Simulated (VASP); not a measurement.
Set up this calculation in VASP 6.6.1, as the native input.

| Property | Result |
| --- | --- |
| Task | relaxation of cell and atoms |
| Functional | r2SCAN |
| Potentials or basis | VASP PAW PBE potentials, release 64 (Mg, O) |
| Cutoff | 600 eV |
| k mesh | 10 × 10 × 10 |
| Occupations | gaussian, width 0.02 eV |
| Spin | no spin polarisation |
| Dipole correction | no |
| Further INCAR settings | ALGO = Normal; EDIFF = 1e-07; IBRION = 2; EDIFFG = -0.005; NSW = 100; ISIF = 3 |

Crystal: MgO.

```
CELL_PARAMETERS angstrom
0.00000 2.09700 2.09700
2.09700 0.00000 2.09700
2.09700 2.09700 0.00000
ATOMIC_POSITIONS crystal
Mg 0.00000 0.00000 0.00000
O 0.50000 0.50000 0.50000
```

One way to write it, as run:

POSCAR

```
MgO
1.0
    0.0000000000      2.0970013927      2.0970013927
    2.0970013927      0.0000000000      2.0970013927
    2.0970013927      2.0970013927      0.0000000000
Mg O
1 1
Direct
    0.0000000000      0.0000000000      0.0000000000
    0.5000000000      0.5000000000      0.5000000000
```

INCAR.step1

```
ALGO     = Normal         # electronic algorithm
EDIFF    = 1E-4           # SCF threshold, eV
ENCUT    = 600            # plane-wave cutoff, eV
GGA      = PE             # functional
ISMEAR   = 0              # smearing method
LASPH    = T              # aspherical terms in the spheres
LCHARG   = F              # write CHGCAR
LREAL    = F              # projectors in reciprocal space
LWAVE    = T              # write WAVECAR
NELM     = 60             # most SCF steps
PREC     = Accurate       # precision mode
SIGMA    = 0.02           # smearing width, eV
```

INCAR.step2

```
ALGO     = Normal         # electronic algorithm
EDIFF    = 1E-7           # SCF threshold, eV
EDIFFG   = -0.005         # ionic threshold
ENCUT    = 600            # plane-wave cutoff, eV
IBRION   = 2              # ionic algorithm
ISIF     = 3              # what is computed and relaxed
ISMEAR   = 0              # smearing method
ISTART   = 1            
LASPH    = T              # aspherical terms in the spheres
LCHARG   = F              # write CHGCAR
LMIXTAU  = T            
LREAL    = F              # projectors in reciprocal space
LWAVE    = F              # write WAVECAR
METAGGA  = R2SCAN         # meta-GGA
NELM     = 60             # most SCF steps
NSW      = 100            # ionic steps
PREC     = Accurate       # precision mode
SIGMA    = 0.02           # smearing width, eV
```

KPOINTS

```
k-points
0
Gamma
  10 10 10
```

Potentials or basis: VASP PAW PBE potentials, release 64 (Mg, O).

Run with:

```bash
$ cat potpaw_PBE.64/Mg/POTCAR potpaw_PBE.64/O/POTCAR > POTCAR
$ cp INCAR.step1 INCAR
$ mpirun -np 1 vasp_std > vasp.out
$ cp INCAR.step2 INCAR
$ mpirun -np 1 vasp_std > vasp.out
```

It gave:

```json
{
 "Relaxed volume": "9.21 Å³/atom",
 "Relaxed cell": "a = 2.965 Å, b = 2.965 Å, c = 2.965 Å, α = 60.00°, β = 60.00°, γ = 60.00°",
 "Space group after relaxing (to 0.1 Å)": "Fm-3m (No. 225)",
 "Energy gained by relaxing": "0.0 meV/atom",
 "Ionic steps": "2",
 "Pressure after relaxing": "0.0 GPa",
 "Band gap on the k mesh": "5.75 eV"
}
```

Caveat: the PAW data sets were made with another functional, which shifts forces and pressure a little.

It took 45 s on 1 thread of Intel(R) Xeon(R) Platinum 8259CL CPU @ 2.50GHz (Skylake/Cascade Lake), on a shared host, peak memory 0.15 GiB.
